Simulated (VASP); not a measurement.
# Rh (Fm-3m) in VASP: notebook, part 2 of 2

VASP 6.6.1. Earlier steps stand in the parts before.

**3. Relaxation of cell and atoms, PBE**

This run uses another cell than the first one, of 14.58 Å³/atom, 1.038 times its volume.

Input file INCAR:

```
ALGO     = Fast           # electronic algorithm
EDIFF    = 1E-7           # SCF threshold, eV
EDIFFG   = -0.005         # ionic threshold
ENCUT    = 600            # plane-wave cutoff, eV
GGA      = PE             # functional
IBRION   = 2              # ionic algorithm
ISIF     = 3              # what is computed and relaxed
ISMEAR   = 0              # smearing method
LASPH    = T              # aspherical terms in the spheres
LCHARG   = F              # write CHGCAR
LREAL    = F              # projectors in reciprocal space
LWAVE    = F              # write WAVECAR
NELM     = 60             # most SCF steps
NSW      = 100            # ionic steps
PREC     = Accurate       # precision mode
SIGMA    = 0.1            # smearing width, eV
```

Input file KPOINTS:

```
k-points
0
Gamma
  18 18 18
```

Input file POSCAR:

```
Rh
1.0
    0.0000000000      1.9389374290      1.9389374290
    1.9389374290      0.0000000000      1.9389374290
    1.9389374290      1.9389374290      0.0000000000
Rh
1
Direct
    0.0000000000      0.0000000000      0.0000000000
```

Potentials or basis: VASP PAW PBE potentials, release 64 (Rh_pv).

Run with:

```sh
$ cat potpaw_PBE.64/Rh_pv/POTCAR > POTCAR
$ mpirun -np 1 vasp_std > vasp.out
```

OUTCAR:

```text
EDIFF = 1E-7
   EDIFFG = -0.005
   ENCUT = 600
   GGA = PE
   IBRION = 2
   ISIF = 3
   ISMEAR = 0
   LASPH = T
   LREAL = F
   NELM = 60
   NSW = 100
   PREC = Accurate

 ion  position               nearest neighbor table
   1  0.000  0.000  0.000-

  LATTYP: Found a face centered cubic cell.
 ALAT       =     3.8778748580

  Lattice vectors:

 A1 = (   0.0000000000,   1.9389374290,   1.9389374290)
 A2 = (   1.9389374290,   0.0000000000,   1.9389374290)
 A3 = (   1.9389374290,   1.9389374290,   0.0000000000)

Analysis of symmetry for initial positions (statically):
=====================================================================
 Subroutine PRICEL returns:
 Original cell was already a primitive cell.

 Routine SETGRP: Setting up the symmetry group for a
 face centered cubic supercell.

 Subroutine GETGRP returns: Found 48 space group operations
 (whereof 48 operations were pure point group operations)
 out of a pool of 48 trial point group operations.

The static configuration has the point symmetry O_h .

Analysis of symmetry for dynamics (positions and initial velocities):
=====================================================================
 Subroutine PRICEL returns:
 Original cell was already a primitive cell.

 Routine SETGRP: Setting up the symmetry group for a
 face centered cubic supercell.

 Subroutine GETGRP returns: Found 48 space group operations
 (whereof 48 operations were pure point group operations)
 out of a pool of 48 trial point group operations.

The dynamic configuration has the point symmetry O_h .

 Subroutine INISYM returns: Found 48 space group operations
 (whereof 48 operations are pure point group operations),
 and found     1 'primitive' translations

----------------------------------------------------------------------------------------

[... 132 lines left out ...]

 number of electron      14.9999998 magnetization

 Free energy of the ion-electron system (eV)
  ---------------------------------------------------
  ext. energy  EPLUGINS =         0.00000000
  ---------------------------------------------------
  free energy    TOTEN  =        -7.24724640 eV

  energy without entropy =       -7.23959331  energy(sigma->0) =       -7.24341985

------------------------ aborting loop because EDIFF is reached ----------------------------------------

  FORCE on cell =-STRESS in cart. coord.  units (eV):
  Direction    XX          YY          ZZ          XY          YZ          ZX
  --------------------------------------------------------------------------------------
  -------------------------------------------------------------------------------------
  Total       -0.8004375     -0.8004375     -0.8004375      0.0000000     -0.0000000      0.0000000
  in kB      -87.9663648    -87.9663648    -87.9663648      0.0000000     -0.0000000      0.0000000
  external PRESSURE =     -87.9663648 kB  Pullay stress =       0.0000000 kB
[... 92 lines left out ...]
--------------------------------------- Ionic step        4  -------------------------------------------

 number of electron      15.0000000 magnetization

 Free energy of the ion-electron system (eV)
  ---------------------------------------------------
  ext. energy  EPLUGINS =         0.00000000
  ---------------------------------------------------
  free energy    TOTEN  =        -7.26266204 eV

  energy without entropy =       -7.25550013  energy(sigma->0) =       -7.25908108

 E-fermi :  11.5217     XC(G=0): -13.8963

 val. band max:       11.5214649007   @ k =   0.5000   0.3889   0.0556
 cond. band min:      11.5295876786   @ k =  -0.4444   0.3333   0.1667
 fundamental gap:      0.0081227778
 Fermi energy:        11.5216518473

 k-point     1 :       0.0000    0.0000    0.0000
  band No.  band energies     occupation
      1     -34.8299      2.00000
      2     -34.8299      2.00000
      3     -34.8299      2.00000
      4       3.7165      2.00000
      5       8.5378      2.00000
      6       8.5378      2.00000
      7       8.5378      2.00000
      8      10.5539      2.00000
      9      10.5539      2.00000
     10      27.5294      0.00000
     11      32.1037      0.00000
[... 309 lines left out ...]
 k-point    24 :      -0.2222    0.0556    0.0000
  band No.  band energies     occupation
      1     -35.1576      2.00000
      2     -34.8969      2.00000
      3     -34.8674      2.00000
      4       5.5257      2.00000
      5       8.2048      2.00000
      6       8.9176      2.00000
      7       8.9686      2.00000
      8      10.3722      2.00000
      9      11.0295      2.00000
     10      26.8298      0.00000
     11      29.1403      0.00000

 [... further k-points ...]

------------------------ aborting loop because EDIFF is reached ----------------------------------------

  FORCE on cell =-STRESS in cart. coord.  units (eV):
  Direction    XX          YY          ZZ          XY          YZ          ZX
  --------------------------------------------------------------------------------------
  -------------------------------------------------------------------------------------
  Total       -0.0047058     -0.0047058     -0.0047058      0.0000000      0.0000000      0.0000000
  in kB       -0.5369184     -0.5369184     -0.5369184      0.0000000      0.0000000      0.0000000
  external PRESSURE =      -0.5369184 kB  Pullay stress =       0.0000000 kB
[... 16 lines left out ...]
  FREE ENERGIE OF THE ION-ELECTRON SYSTEM (eV)
  ---------------------------------------------------
  free  energy   TOTEN  =        -7.2626620356 eV

  energy  without entropy=       -7.2555001309  energy(sigma->0) =       -7.25908108

 reached required accuracy - stopping structural energy minimisation
```

OSZICAR:

```text
N       E                     dE             d eps       ncg     rms          rms(c)
DAV:   1     0.127295491096E+03    0.12730E+03   -0.10134E+04  4290   0.161E+03
DAV:   2    -0.602231783093E+01   -0.13332E+03   -0.12736E+03  4401   0.408E+02
DAV:   3    -0.774507323493E+01   -0.17228E+01   -0.17123E+01  4926   0.523E+01
[... 46 lines left out ...]
DAV:   1    -0.726290075106E+01   -0.25080E-03   -0.35147E-03  4866   0.984E-01    0.108E-01
RMM:   2    -0.726265817374E+01    0.24258E-03   -0.57267E-04  4290   0.291E-01    0.191E-02
RMM:   3    -0.726265909448E+01   -0.92074E-06   -0.22174E-05  4290   0.546E-02    0.112E-02
RMM:   4    -0.726266208274E+01   -0.29883E-05   -0.32806E-06  4290   0.251E-02    0.180E-03
RMM:   5    -0.726266203560E+01    0.47137E-07   -0.42586E-07  3752   0.101E-02
   4 F= -.72626620E+01 E0= -.72590811E+01  d E =-.154156E-01
```

CONTCAR:

```text
Rh
   1.00000000000000
     0.0000000000000000    1.9148557931351011    1.9148557931351011
     1.9148557931351011    0.0000000000000000    1.9148557931351011
     1.9148557931351011    1.9148557931351011    0.0000000000000000
  Rh
     1
Direct
     1.0000000000000000    0.0000000000000000    0.0000000000000000

  0.00000000E+00  0.00000000E+00  0.00000000E+00
```

Wall time 3.2 min (1 thread of Intel Xeon 6975P-C, shared host); peak memory 0.18 GiB.

Results:

```
Free energy                            : -7.2627 eV
Relaxed volume                         : 14.04 Å³/atom
Relaxed cell                           : a = 2.708 Å, b = 2.708 Å, c = 2.708 Å, α = 60.00°, β = 60.00°, γ = 60.00°
Space group after relaxing (to 0.05 Å) : Fm-3m (No. 225)
Energy gained by relaxing              : 15.4 meV/atom
Ionic steps                            : 4
Pressure after relaxing                : -0.1 GPa
```

The path:
```
step  energy change (eV)  largest force (eV/Å)  pressure (GPa)  volume (Å³)
   1              0.0000                0.0000           -8.80        14.58
   2              0.0646                0.0000           25.65        12.95
   3             -0.0154                0.0000           -0.26        14.05
   4             -0.0154                0.0000           -0.05        14.04
```

Final structure:
```xyz
1
Lattice="0.0000 1.9149 1.9149 1.9149 0.0000 1.9149 1.9149 1.9149 0.0000" Properties=species:S:1:pos:R:3 pbc="T T T"
Rh    0.0000    1.9149    1.9149
```

**4. Single point, PBE**

This run uses another cell than the first one, of 14.58 Å³/atom, 1.038 times its volume.

Input file INCAR:

```
ALGO = Normal
EDIFF = 1E-6
ENCUT = 500
GGA = PE
GGA_COMPAT = F
ISIF = 2
ISMEAR = 0
LASPH = T
LCHARG = T
LELF = T
LREAL = F
LVHAR = T
LWAVE = F
NBANDS = 14
NELM = 120
PREC = Accurate
SIGMA = 0.1
```

Input file KPOINTS:

```
k-points
0
Gamma
  8 8 8
```

Input file POSCAR:

```
Rh
1.0
    0.0000000000      1.9389374280      1.9389374280
    1.9389374280      0.0000000000      1.9389374280
    1.9389374280      1.9389374280      0.0000000000
Rh
1
Direct
    0.0000000000      0.0000000000      0.0000000000
```

Run with:

```sh
$ cat potpaw_PBE.64/Rh_pv/POTCAR > POTCAR
$ mpirun -np 1 vasp_std > vasp.out
```

Run time: 9.2 s. Hardware: 1 thread of Intel Xeon 8259CL, shared host; peak memory 0.12 GiB.

It converged, with:

```yaml
Free_energy: -7.2203 eV
Pressure: -7.8 GPa
```

Levels at points of the mesh, in eV from the Fermi level:
```
           k point  band 3  band 4  band 5  band 6  band 7  band 8  band 9  band 10  band 11  band 12
(0.00, 0.00, 0.00)  -46.28   -7.56   -2.82   -2.82   -2.82   -0.91   -0.91    15.98    20.74    21.12
(0.50, 0.00, 0.00)  -46.36   -5.67   -2.89   -2.89    0.50    0.50    0.78     8.04    15.47    20.73
(0.50, 0.50, 0.00)  -46.50   -5.80   -5.46    0.48    0.88    0.88    3.17    11.53    12.95    12.95
```

**5. Overview**

| task | cell | k mesh | cutoff (eV) | gap on the mesh (eV) | pressure (GPa) |
| --- | --- | --- | --- | --- | --- |
| single point | a = 2.708 Å, angles 60.0°, 1 atom | 18 × 18 × 18 | 520 | none | 0.1 |
| relaxation of cell and atoms | relaxed from a = 2.742 Å, angles 60.0°, 1 atom | 18 × 18 × 18 | 600 | none | -0.1 |
| single point | a = 2.742 Å, angles 60.0°, 1 atom | 8 × 8 × 8 | 500 | none | -7.8 |

Alike in all rows: level PBE; potentials or basis VASP PAW PBE potentials, release 64 (Rh_pv); no spin polarisation; smearing gaussian 0.1 eV.

Absolute energies hang on the potentials; compare differences alone.
